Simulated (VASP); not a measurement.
Runs of VASP 6.6.1 on InGa3As4 (an interface model). The cell holds layers of an interface, 8 atoms: a = 4.296 Å, b = 4.296 Å, c = 12.825 Å, α = 90.00°, β = 90.00°, γ = 120.00°. 

| level | k mesh | gap on the mesh (eV) | pressure (GPa) | largest force (eV/Å) |
| --- | --- | --- | --- | --- |
| PBEsol | 4 × 4 × 1 | 0.13 | (c) | (a) |
| PBEsol+D4 | 2 × 2 × 2 | none | 0.5 | (b) |
| PBEsol | 2 × 2 × 2, shifted | 1.51 | -2.7 | 2.45 |
| PBEsol+D3(BJ) | 4 × 4 × 1 | 0.13 | -3.1 | 2.20 |

Alike in all rows: task single point; potentials or basis VASP PAW PBE potentials, release 64 (Ga_d, In_d, As); no spin polarisation; cell as given; cutoff (eV) 520; smearing fermi-dirac 0.05 eV.

Problem. Fill in the values left out.

Solution. (a) 2.21; (b) 1.80; (c) -1.3.

Caveats: all runs use coarse meshes; the PAW data sets were made with another functional, which shifts forces and pressure a little; spin-orbit coupling is left out, which moves the levels of the heavy elements.

A k mesh can miss the band edges, and the runs leave out spin-orbit coupling on As, Ga, In.

A gap of «none» marks levels without a gap at the run's occupations.
